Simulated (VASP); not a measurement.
Set up this calculation in VASP 6.6.1, as the native input.

| Quantity | Value |
| --- | --- |
| Task | single point |
| Functional | LDA |
| Potentials or basis | VASP PAW LDA potentials, release 64 (Ag, Cl) |
| Cutoff | 520 eV |
| k mesh | 10 × 10 × 10 |
| Occupations | gaussian, width 0.03 eV |
| Spin | no spin polarisation |
| Dipole correction | no |
| Further INCAR settings | ALGO = Normal; EDIFF = 1e-06; NBANDS = 16 |

The structure of AgCl lies in POSCAR:

```
AgCl
1.0
    3.4339730000      0.0000000000      0.0000000000
    0.0000000000      3.2966140800      0.0000000000
    0.0000000000      0.0000000000      3.4339730000
Ag Cl
1 1
Direct
    0.0000000000      0.0000000000      0.0000000000
    0.5000000000      0.5000000000      0.5000000000
```

This cell differs from its parent crystal: strain -0.0400 x Voigt [0, 1, 0, 0, 0, 0].

These files were run (other wordings do the same):

INCAR

```
SYSTEM = AgCl
PREC = Accurate
ENCUT = 520
EDIFF = 1E-6
ISMEAR = 0
SIGMA = 0.03
LREAL = .False.
LASPH = .True.
NELM = 60
ALGO = Normal
ISIF = 2
LWAVE = .False.
LCHARG = .False.
GGA = CA
NBANDS = 16
```

KPOINTS

```
Automatic mesh
0
Gamma
  10 10 10
  0 0 0
```

Potentials or basis: VASP PAW LDA potentials, release 64 (Ag, Cl).

Command:

```sh
$ cat potpaw_LDA.64/Ag/POTCAR potpaw_LDA.64/Cl/POTCAR > POTCAR
$ mpirun -np 1 vasp_std > vasp.out
```

It gave:

The pressure is -6.0 GPa. The band gap on the k mesh is 0.25 eV, indirect (least direct gap 1.67 eV).

Caveat: the cell differs from its parent crystal (strain -0.0400 x Voigt [0, 1, 0, 0, 0, 0]).

Wall time 80 s on 1 thread of Intel Xeon 8259CL, on a shared host, peak memory 0.2 GiB.
